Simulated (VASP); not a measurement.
**HC12: single point with PBE+D3(BJ)**

HC12, a slab with vacuum:

```
CELL_PARAMETERS angstrom
4.93116 0.00000 0.00000
0.00000 4.00987 0.00000
0.00000 0.00000 21.60142
ATOMIC_POSITIONS crystal
C 0.25000 0.37770 0.18517
C 0.75000 0.37770 0.18517
C 0.00000 0.47208 0.21304
C 0.50000 0.47208 0.21304
C 0.00000 0.66096 0.26881
C 0.50000 0.66096 0.26881
C 0.25000 0.75037 0.29625
C 0.75000 0.75037 0.29625
C 0.25000 0.94129 0.35527
C 0.75000 0.94129 0.35527
C 0.00000 0.02343 0.37967
C 0.50000 0.02343 0.37967
H 0.00000 0.19010 0.52318
```

| Item | Value |
| --- | --- |
| Program | VASP 6.6.1 |
| Task | single point |
| Functional | PBE |
| Dispersion | D3(BJ) |
| Potentials or basis | VASP PAW PBE potentials, release 64 (C, H) |
| Cutoff | 520 eV |
| k mesh | 6 × 7 × 1 |
| Occupations | gaussian, width 0.05 eV |
| Spin | collinear spin |
| Starting moments | [0.0, 0.0, 0.0, 0.0, 0.0, 0.0, 0.0, 0.0, 0.0, 0.0, 0.0, 0.0, 1.0] μB |
| Dipole correction | yes |
| Further INCAR settings | ALGO = Normal; EDIFF = 1e-06; NBANDS = 40 |

```
Largest force                                         : 3.711 eV/Å
Net moment                                            : 0.10 μB per cell
Site moments                                          : C +0.00, -0.01, +0.01, -0.03, -0.45, -0.02 (each value once); H +0.37 μB
Valence electrons inside the program's atomic spheres : C 2.44, 2.63, 2.64, 2.65, 2.61, 2.50, 2.52 (each value once); H 0.37
Dispersion energy per atom                            : -0.101 eV
```

Forces in eV/Å, atoms in the order of the input:
```
C    0.179  0.916  1.564
C   -0.179  0.916  1.564
C    0.000 -1.859 -3.212
C    0.000 -1.452 -2.576
C    0.000  0.723  1.312
C    0.000  0.623  1.182
C   -0.049  0.104  0.144
C    0.049  0.104  0.144
C    0.399 -0.198 -0.386
C   -0.399 -0.198 -0.386
C    0.000 -0.122  0.007
C    0.000  0.462  0.798
H    0.000 -0.021 -0.153
```

Levels at points of the mesh, in eV from the Fermi level:
Spin up:
```csv
k point,band 22,band 23,band 24,band 25,band 26,band 27,band 28,band 29
"(0.00, 0.00, 0.00)",-1.78,-0.42,-0.30,-0.02,0.74,0.88,1.19,1.99
"(0.50, 0.00, 0.00)",-2.01,-1.99,-0.13,-0.05,-0.02,0.72,2.95,2.97
```
Spin down:
| k point | band 20 | band 21 | band 22 | band 23 | band 24 | band 25 | band 26 | band 27 | band 28 | band 29 |
| --- | --- | --- | --- | --- | --- | --- | --- | --- | --- | --- |
| (0.00, 0.00, 0.00) | -1.82 | -1.78 | -1.78 | -0.44 | -0.30 | 0.32 | 0.38 | 1.19 | 2.00 | 2.52 |
| (0.50, 0.00, 0.00) | -3.64 | -2.13 | -2.00 | -1.56 | -0.13 | -0.06 | -0.01 | 2.75 | 2.95 | 4.16 |

Wall time 38 min on 1 thread of Oxide Virtual Turin-like Processor, with other jobs on the host, peak memory 0.82 GiB.
